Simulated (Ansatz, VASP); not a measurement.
## InSe: VASP beside Ansatz

The input INCAR:

```
SYSTEM = InSe
ALGO = Normal ; DIPOL = 0.5 0.5 0.413
EDIFF = 1E-6 ; ENCUT = 520
GGA = PE ; IDIPOL = 3
ISIF = 2 ; ISMEAR = 0
IVDW = 12 ; LASPH = .True.
LCHARG = .False. ; LDIPOL = .True.
LREAL = .False. ; LWAVE = .False.
NBANDS = 48 ; NELM = 100
PREC = Accurate ; SIGMA = 0.05
```

File KPOINTS:

```
k-points
0
Gamma
  9 9 1
  0 0 0
```

POSCAR

```
InSe
1.0
    4.0266103653      0.0000000000      0.0000000000
   -2.0133051827      3.4871468675      0.0000000000
    0.0000000000      0.0000000000     28.2707107737
Se In
4 4
Direct
    0.0000000000      0.0000000000      0.1591753400
    0.0000000000      0.0000000000      0.3496677344
    0.1111111111      0.4444444444      0.4755931145
    0.1111111111      0.4444444444      0.6660855089
    0.6666666667      0.3333333333      0.2049979902
    0.6666666667      0.3333333333      0.3038451596
    0.7777777778      0.7777777778      0.5214157648
    0.7777777778      0.7777777778      0.6202629341
```

Input for Ansatz:

```yaml
crystal:
  lattice:
    - [4.0266103653, 0.0, 0.0]
    - [-2.0133051827, 3.4871468675, 0.0]
    - [0.0, 0.0, 28.2707107737]
  atoms:
    - { symbol: Se, position: [0.0, 0.0, 0.15917534] }
    - { symbol: In, position: [0.6666666667, 0.3333333333, 0.2049979902] }
    - { symbol: In, position: [0.6666666667, 0.3333333333, 0.3038451596] }
    - { symbol: Se, position: [0.0, 0.0, 0.3496677344] }
    - { symbol: Se, position: [0.1111111111, 0.4444444444, 0.4755931145] }
    - { symbol: In, position: [0.7777777778, 0.7777777778, 0.5214157648] }
    - { symbol: In, position: [0.7777777778, 0.7777777778, 0.6202629341] }
    - { symbol: Se, position: [0.1111111111, 0.4444444444, 0.6660855089] }
basis:
  ecutwfc: 420
kpoints:
  mp_grid: { grid: [9, 9, 1] }
hamiltonian:
  xc: pbe
  pseudopotentials: { kind: paw, azcp: { folder: soft_1 } }
  dispersion: d3bj
scf:
  occupations: { method: gaussian, width: 0.05 }
output:
  forces: true
  eigenvalues: true
efield:
  axis: 3
  dipole_correction: true
  ramp_width: 0.04
```

Alike in both runs: task single point; functional PBE; dispersion D3(BJ); k mesh 9 × 9 × 1; occupations gaussian, width 0.05 eV; no spin polarisation.

|  | VASP | Ansatz |
| --- | --- | --- |
| version | VASP 6.6.1 | Ansatz 0.2.0 |
| potentials or method | VASP PAW PBE potentials, release 64 (Se, In_d), cutoff 520 eV | scalar-relativistic, plane waves, PAW |
| valence electrons in the cell | 76 | 116 |

Ansatz gave:

```
gap on the k mesh at the Fermi level (eV) : 1.23
least direct gap on the mesh (eV)         : 1.27
rms of the force components (eV/Å)        : 0.018
```

Problem. What did VASP give for the same quantities?

Solution. gap on the k mesh at the Fermi level (eV): 1.21; least direct gap on the mesh (eV): 1.26; rms of the force components (eV/Å): 0.021.

VASP's potentials hold 76 valence electrons a cell and Ansatz's 116, so a difference there can come from the potentials and not from the codes.
